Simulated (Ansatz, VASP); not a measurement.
**InGaN: VASP beside Ansatz**

```xyz
3
Lattice="4.0760 0.0000 0.0000 0.0000 4.0760 0.0000 0.0000 0.0000 3.6489" Properties=species:S:1:pos:R:3 pbc="T T T"
In    0.0000    0.0000    1.8244
Ga    2.0380    2.0380    0.0000
N     0.0000    0.0000    0.0000
```

Alike in both runs: task relaxation of cell and atoms; functional PBE; k mesh 4 × 4 × 6; occupations gaussian, width 0.1 eV; no spin polarisation.

```csv
,VASP,Ansatz
version,VASP 6.6.1,Ansatz 0.2.0
potentials or method,"VASP PAW PBE potentials, release 64 (In_d, Ga_d, N), cutoff 600 eV","scalar-relativistic, plane waves, PAW"
valence electrons in the cell,31,31
```

```csv
,VASP,Ansatz,Ansatz less VASP
"gap on the k mesh at the Fermi level, each at its own relaxed structure (eV)",none,none,-
relaxed volume (Å³/atom),16.07,17.04,+0.971
relaxed cell length with the largest relative difference (Å),5.549,5.952,+0.4029
```

A gap of «none» marks a metal or a gap that the smearing closes. One of these differences is far larger than is usual between the two programs; its cause wasn't traced.

The k mesh is coarse, so the values compare programs but aren't converged. Noted on VASP's run: the volume moved by over 15 % at a fixed basis, so the end points are rough.
